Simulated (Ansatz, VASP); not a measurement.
## Pd: VASP beside Ansatz

Contents of INCAR:

```
PREC = Accurate
ENCUT = 520
EDIFF = 1E-6
ISMEAR = -1
SIGMA = 0.1
LREAL = F
LASPH = T
NELM = 100
ALGO = Normal
ISIF = 2
LWAVE = F
LCHARG = T
LELF = T
LVHAR = T
NBANDS = 17
```

File KPOINTS:

```
Automatic mesh
0
Gamma
  13 13 13
```

File POSCAR:

```
Pd
1.0
    0.0000000000      2.7319391812      2.7319391812
    2.7319391812      0.0000000000      2.7319391812
    2.7319391812      2.7319391812      0.0000000000
Pd
2
Direct
   -0.1250000000     -0.1250000000     -0.1250000000
    0.1250000000      0.1250000000      0.1250000000
```

Input for Ansatz:

```yaml
crystal:
  lattice:
    - [0.0, 2.7319391812, 2.7319391812]
    - [2.7319391812, 0.0, 2.7319391812]
    - [2.7319391812, 2.7319391812, 0.0]
  atoms:
    - { symbol: Pd, position: [-0.125, -0.125, -0.125] }
    - { symbol: Pd, position: [0.125, 0.125, 0.125] }
kpoints:
  mp_grid: { grid: [13, 13, 13] }
scf:
  occupations: { method: fermi_dirac, width: 0.1 }
hamiltonian:
  xc: lda
  pseudopotentials: { kind: all_electron, lapw: { basis_error: 0.001 } }
output:
  forces: true
  stress: true
  eigenvalues: true
  populations: true
```

Change from the starting cell: volume scaled by 0.92, LAPW.

Alike in both runs: task single point; functional LDA; k mesh 13 × 13 × 13; occupations fermi-dirac, width 0.1 eV; no spin polarisation.

|  | VASP | Ansatz |
| --- | --- | --- |
| version | VASP 6.6.1 | Ansatz 0.2.0 |
| potentials or method | VASP PAW LDA potentials, release 64 (Pd), cutoff 520 eV | all-electron LAPW, scalar-relativistic |

VASP gave:

```
pressure (GPa) : 9.5
```

Problem. What did Ansatz give for the same quantities?

Solution. Pressure (GPa): 10.1.

LDA's correlation is that of Perdew and Zunger in VASP and of Perdew and Wang (1992) in Ansatz. Ansatz ran all-electron here, and VASP with PAW potentials.
